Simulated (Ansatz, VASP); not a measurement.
Si in VASP and in Ansatz

```
CELL_PARAMETERS angstrom
-3.30127 3.30127 1.90836
3.30127 -3.30127 1.90836
3.30127 3.30127 -1.90836
ATOMIC_POSITIONS crystal
Si 0.15264 0.15264 0.35769
Si 0.82116 0.82116 0.64231
Si 0.17884 0.82116 0.00000
Si 0.82116 0.17884 0.00000
```

Alike in both runs: task single point; functional LDA; k mesh 10 × 10 × 10; occupations gaussian, width 0.03 eV; no spin polarisation.

|  | VASP | Ansatz |
| --- | --- | --- |
| version | VASP 6.6.1 | Ansatz 0.2.0 |
| potentials or method | VASP PAW LDA potentials, release 64 (Si), cutoff 520 eV | scalar-relativistic, plane waves, PAW |
| valence electrons in the cell | 16 | 16 |

Ansatz gave:

```
gap on the k mesh at the Fermi level (eV)                     : 0.05
least direct gap on the mesh (eV)                             : 0.15
pressure (GPa)                                                : 0.2
traceless stress, the component that is largest in VASP (GPa) : -1.46
rms of the force components (eV/Å)                            : 0.527
```

Question: What did VASP give for the same quantities?

Answer: gap on the k mesh at the Fermi level (eV): 0.04; least direct gap on the mesh (eV): 0.15; pressure (GPa): 0.3; traceless stress, the component that is largest in VASP (GPa): -1.47; rms of the force components (eV/Å): 0.527.

LDA's correlation is that of Perdew and Zunger in VASP and of Perdew and Wang (1992) in Ansatz. Atom by atom the forces differ by 0.002 eV/Å (rms over components).
